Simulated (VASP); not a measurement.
# Ca (Pm-3m) in VASP: further runs, part 2 of 2

VASP 6.6.1. Earlier steps stand in the parts before.

## Step 5: Single point, RPBE

This run uses another cell than the first one, of 47.12 Å³/atom.

Contents of INCAR:

```
PREC = Accurate
ENCUT = 520
EDIFF = 1E-6
ISMEAR = -1
SIGMA = 0.1
LREAL = F
LASPH = T
NELM = 100
ALGO = Normal
ISIF = 2
LWAVE = F
LCHARG = F
GGA = RP
NBANDS = 11
```

Contents of KPOINTS:

```
regular mesh
0
Gamma
  14 14 14
```

Contents of POSCAR:

```
Ca
1.0
    3.6119528465      0.0000000000      0.0000000000
    0.0000000000      3.6119528465      0.0000000000
    0.0000000000      0.0000000000      3.6119528465
Ca
1
Direct
    0.0000000000      0.0000000000      0.0000000000
```

Potentials or basis: VASP PAW PBE potentials, release 64 (Ca_sv).

Started as:

```bash
$ cat potpaw_PBE.64/Ca_sv/POTCAR > POTCAR
$ mpirun -np 1 vasp_std > vasp.out
```

OUTCAR:

```text
PREC = Accurate
   ENCUT = 520
   EDIFF = 1E-6
   ISMEAR = -1
   LREAL = F
   LASPH = T
   NELM = 100
   ISIF = 2
   GGA = RP

 ion  position               nearest neighbor table
   1  0.000  0.000  0.000-

  LATTYP: Found a simple cubic cell.
 ALAT       =     3.6119528465

  Lattice vectors:

 A1 = (   3.6119528465,   0.0000000000,   0.0000000000)
 A2 = (   0.0000000000,   3.6119528465,   0.0000000000)
 A3 = (   0.0000000000,   0.0000000000,   3.6119528465)

Analysis of symmetry for initial positions (statically):
=====================================================================
 Subroutine PRICEL returns:
 Original cell was already a primitive cell.

 Routine SETGRP: Setting up the symmetry group for a
 simple cubic supercell.

 Subroutine GETGRP returns: Found 48 space group operations
 (whereof 48 operations were pure point group operations)
 out of a pool of 48 trial point group operations.

The static configuration has the point symmetry O_h .

Analysis of symmetry for dynamics (positions and initial velocities):
=====================================================================
 Subroutine PRICEL returns:
 Original cell was already a primitive cell.

 Routine SETGRP: Setting up the symmetry group for a
 simple cubic supercell.

 Subroutine GETGRP returns: Found 48 space group operations
 (whereof 48 operations were pure point group operations)
 out of a pool of 48 trial point group operations.

The dynamic configuration has the point symmetry O_h .

 Subroutine INISYM returns: Found 48 space group operations
 (whereof 48 operations are pure point group operations),
 and found     1 'primitive' translations

----------------------------------------------------------------------------------------

                                     Primitive cell

  volume of cell :      47.1223

[... 105 lines left out ...]
     AMIX     =   0.40;   BMIX     =  1.00
     AMIX_MAG =   1.60;   BMIX_MAG =  1.00
  volume/ion in A,a.u.               =      47.12       318.00
  Fermi-wavevector in a.u.,A,eV,Ry     =   0.976486  1.845291 12.973498  0.953525
  Thomas-Fermi vector in A             =   2.107109
   LORBIT       =      0    0 simple, 1 ext, 2 COOP (PROOUT), +10 PAW based schemes
   GGA     = RP    functional components
   LHFCALC =     F    Hartree Fock is set to
   AEXX    =    0.0000 exact exchange contribution
   IVDW    =     0    specifies the selected vdW correction
   LEPSILON=     F    determine dielectric tensor
   LRPA    =     F    only Hartree local field effects (RPA)
 non-spin polarized calculation
  energy-cutoff  :      520.00
  volume of cell :       47.12
 maximum number of plane-waves:      1328
 NGX is ok and might be reduce to    28
   NGX = 13   NGY = 13   NGZ = 13

 number of electron      10.0000004 magnetization

 Free energy of the ion-electron system (eV)
  ---------------------------------------------------
  ext. energy  EPLUGINS =         0.00000000
  ---------------------------------------------------
  free energy    TOTEN  =        -1.36548424 eV

  energy without entropy =       -1.32781405  energy(sigma->0) =       -1.34664915

 E-fermi :   1.5862     XC(G=0):  -7.2620

 val. band max:        1.5842747573   @ k =   0.5000   0.2857   0.2857
 cond. band min:       1.5873109149   @ k =   0.4286   0.3571   0.2857
 fundamental gap:      0.0030361576
 Fermi energy:         1.5862205051

 k-point     1 :       0.0000    0.0000    0.0000
  band No.  band energies     occupation
      1     -40.9361      2.00000
      2     -21.7847      2.00000
      3     -21.7847      2.00000
      4     -21.7847      2.00000
      5      -2.1350      2.00000
      6       2.4506      0.00035
      7       2.4506      0.00035
      8       5.3988      0.00000
      9       5.3988      0.00000
     10       5.3988      0.00000
     11       9.6154      0.00000
[... 309 lines left out ...]
 k-point    24 :       0.3571    0.2143    0.0000
  band No.  band energies     occupation
      1     -40.9214      2.00000
      2     -21.9037      2.00000
      3     -21.8329      2.00000
      4     -21.7691      2.00000
      5      -0.0743      2.00000
      6       2.1745      0.00556
      7       3.0415      0.00000
      8       4.0133      0.00000
      9       4.5597      0.00000
     10       5.0639      0.00000
     11       6.7341      0.00000

 [... further k-points ...]
[... 5 lines left out ...]
  --------------------------------------------------------------------------------------
  -------------------------------------------------------------------------------------
  Total       -0.0155368     -0.0155368     -0.0155368      0.0000000      0.0000000     -0.0000000
  in kB       -0.5282584     -0.5282584     -0.5282584      0.0000000      0.0000000     -0.0000000
  external PRESSURE =      -0.5282584 kB  Pullay stress =       0.0000000 kB

 VOLUME and BASIS-vectors are now :
 -----------------------------------------------------------------------------
  energy-cutoff  :      520.00
  volume of cell :       47.12
      direct lattice vectors                 reciprocal lattice vectors
     3.611952846  0.000000000  0.000000000     0.276858542  0.000000000  0.000000000
     0.000000000  3.611952846  0.000000000     0.000000000  0.276858542  0.000000000
     0.000000000  0.000000000  3.611952846     0.000000000  0.000000000  0.276858542

 POSITION                                       TOTAL-FORCE (eV/Angst)
 -----------------------------------------------------------------------------------
      0.00000      0.00000      0.00000         0.000000      0.000000      0.000000
 -----------------------------------------------------------------------------------
    total drift:                               -0.000000     -0.000000     -0.000000

  FREE ENERGIE OF THE ION-ELECTRON SYSTEM (eV)
  ---------------------------------------------------
  free  energy   TOTEN  =        -1.3654842397 eV

  energy  without entropy=       -1.3278140518  energy(sigma->0) =       -1.34664915
```

OSZICAR:

```text
N       E                     dE             d eps       ncg     rms          rms(c)
DAV:   1     0.663091301861E+02    0.66309E+02   -0.49636E+03  2640   0.808E+02
DAV:   2     0.244945499220E+00   -0.66064E+02   -0.65539E+02  2922   0.204E+02
DAV:   3    -0.129969177932E+01   -0.15446E+01   -0.15226E+01  3961   0.305E+01
DAV:   4    -0.136602916736E+01   -0.66337E-01   -0.66037E-01  3373   0.513E+00
DAV:   5    -0.136776977864E+01   -0.17406E-02   -0.17402E-02  3811   0.660E-01    0.232E+00
DAV:   6    -0.136506512376E+01    0.27047E-02   -0.13181E-02  3099   0.124E+00    0.143E+00
DAV:   7    -0.136596224824E+01   -0.89712E-03   -0.20235E-02  2688   0.169E+00    0.130E-01
DAV:   8    -0.136543586964E+01    0.52638E-03   -0.28472E-03  2941   0.469E-01    0.397E-02
DAV:   9    -0.136548620887E+01   -0.50339E-04   -0.25705E-04  3861   0.136E-01    0.111E-02
DAV:  10    -0.136548412978E+01    0.20791E-05   -0.93970E-06  2986   0.205E-02    0.192E-03
DAV:  11    -0.136548423973E+01   -0.10995E-06   -0.17789E-06  2940   0.687E-03
   1 F= -.13654842E+01 E0= -.13466491E+01  d E =-.376702E-01
```

stdout:

```text
POSCAR found type information on POSCAR Ca
 POSCAR found :  1 types and       1 ions
 scaLAPACK will be used
 -----------------------------------------------------------------------------
|                                                                             |
|                                                                             |
|     You enforced a specific xc type in the INCAR file but a different       |
|     I HOPE YOU KNOW WHAT YOU ARE DOING!                                     |
|                                                                             |
 -----------------------------------------------------------------------------

 LDA part: xc-table for (Slater+PW92), standard interpolation
 POSCAR, INCAR and KPOINTS ok, starting setup
 FFT: planning ... GRIDC
 FFT: planning ... GRID_SOFT
 FFT: planning ... GRID
 WAVECAR not read
 entering main loop
```

It took 48 s on 1 thread of Intel Xeon Platinum 8375C at 2.90GHz (Ice Lake), shared host; peak memory 0.19 GiB.

Results:

```yaml
Free_energy: -1.3655 eV
Pressure: -0.1 GPa
Band_gap_on_the_k_mesh: zero (bands 5 and 6 overlap by 1.30 eV)
```

Levels at points of the mesh, in eV from the Fermi level:
| k point | band 3 | band 4 | band 5 | band 6 | band 7 | band 8 |
| --- | --- | --- | --- | --- | --- | --- |
| (0.00, 0.00, 0.00) | -23.37 | -23.37 | -3.72 | 0.86 | 0.86 | 3.81 |
| (0.50, 0.00, 0.00) | -23.36 | -23.36 | -1.19 | -0.58 | 1.32 | 2.72 |
| (0.50, 0.50, 0.00) | -23.51 | -23.35 | -0.26 | 0.86 | 2.08 | 2.08 |
| (0.50, 0.50, 0.50) | -23.49 | -23.49 | 0.73 | 0.73 | 0.73 | 4.48 |

Caveat: the PAW data sets were made with another functional, which shifts forces and pressure a little.

## Step 6: Summary

| cell | k mesh | gap on the mesh (eV) | pressure (GPa) |
| --- | --- | --- | --- |
| a = 3.659 Å, 1 atom | 10 × 10 × 10 | none | -0.4 |
| a = 3.706 Å, 1 atom | 10 × 10 × 10 | none | -0.7 |
| a = 3.751 Å, 1 atom | 10 × 10 × 10 | none | -1.0 |
| a = 3.612 Å, 1 atom | 14 × 14 × 14 | none | -0.1 |

Alike in all rows: task single point; level RPBE; potentials or basis VASP PAW PBE potentials, release 64 (Ca_sv); no spin polarisation; cutoff (eV) 520; smearing fermi-dirac 0.1 eV.

Caveats: the PAW data sets were made with another functional, which shifts forces and pressure a little.

Total energies depend on the potentials used, so only differences within one code and one set of settings carry meaning.

The gap in the log of VASP goes by the Fermi energy; the results here count the filled bands.